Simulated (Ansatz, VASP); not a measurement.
**C in VASP and in Ansatz**

INCAR

```
SYSTEM = C
PREC     = Accurate       ! precision mode
ENCUT    = 600            ! plane-wave cutoff, eV
EDIFF    = 1E-6           ! SCF threshold, eV
ISMEAR   = -1             ! smearing method
SIGMA    = 0.003          ! smearing width, eV
LREAL    = .FALSE.        ! projectors in reciprocal space
LASPH    = .TRUE.         ! aspherical terms in the spheres
NELM     = 120            ! most SCF steps
ALGO     = Normal         ! electronic algorithm
ISIF     = 2              ! what is computed and relaxed
LWAVE    = .FALSE.        ! write WAVECAR
LCHARG   = .FALSE.        ! write CHGCAR
GGA      = PE             ! functional
NBANDS   = 11             ! bands
GGA_COMPAT= .FALSE.
```

The input KPOINTS:

```
regular mesh
0
G
  14 14 14
  0 0 0
```

Contents of POSCAR:

```
C
1.0
    0.0000000000      1.7834500000      1.7834500000
    1.7834500000      0.0000000000      1.7834500000
    1.7834500000      1.7834500000      0.0000000000
C
2
Direct
    0.5000000000      0.5000000000      0.5000000000
    0.7500000000      0.7500000000      0.7500000000
```

Input for Ansatz:

```yaml
crystal:
  lattice:
    - [0.0, 1.78345, 1.78345]
    - [1.78345, 0.0, 1.78345]
    - [1.78345, 1.78345, 0.0]
  atoms:
    - { symbol: C, position: [0.5, 0.5, 0.5] }
    - { symbol: C, position: [0.75, 0.75, 0.75] }
hamiltonian:
  xc: pbe
  pseudopotentials: { kind: paw }
basis:
  ecutwfc: 420
kpoints:
  mp_grid: { grid: [14, 14, 14] }
scf:
  occupations: { method: fermi_dirac, width: 0.003 }
  lower_state_search: "off"
  algorithm: density_mixing
  max_iter: 80
  mixing: {}
output:
  forces: true
  stress: true
```

Alike in both runs: task single point; functional PBE; k mesh 14 × 14 × 14; occupations fermi-dirac, width 0.003 eV; no spin polarisation.

|  | VASP | Ansatz |
| --- | --- | --- |
| version | VASP 6.6.1 | Ansatz 0.2.0 |
| potentials or method | VASP PAW PBE potentials, release 64 (C), cutoff 600 eV | PAW, plane waves, scalar-relativistic |
| valence electrons in the cell | 8 | 8 |

```tsv
	VASP	Ansatz	Ansatz less VASP
pressure (GPa)	1.7	1.7	0.00
```
